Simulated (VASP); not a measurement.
Crystal: AlRu.

```xyz
2
Lattice="2.9916 0.0000 0.0000 0.0000 2.9916 0.0000 0.0000 0.0000 2.9916" Properties=species:S:1:pos:R:3 pbc="T T T"
Ru    1.4958    1.4958    1.4958
Al    0.0000    0.0000    0.0000
```

Base run:

| Item | Value |
| --- | --- |
| Program | VASP 6.6.1 |
| Functional | r2SCAN |
| Potentials or basis | VASP PAW PBE potentials, release 64 (Ru_pv, Al) |
| Cutoff | 520 eV |
| k mesh | 8 × 8 × 8 |
| Occupations | gaussian, width 0.1 eV |
| Spin | no spin polarisation |

Its results: band gap on the k mesh zero (an odd number of electrons rules out a gap without spin polarisation); pressure -1.5 GPa.

**Question.** The run is repeated on the same cell with these changes: functional from r2SCAN to PBE; cutoff from 520 eV to 500 eV; occupations from gaussian, width 0.1 eV to fermi-dirac, width 0.05 eV. What comes out?

**Answer.** Band gap on the k mesh zero (an odd number of electrons rules out a gap without spin polarisation); pressure 2.9 GPa.

Caveats: the PAW data sets were made with another functional, which shifts forces and pressure a little (at least some runs).
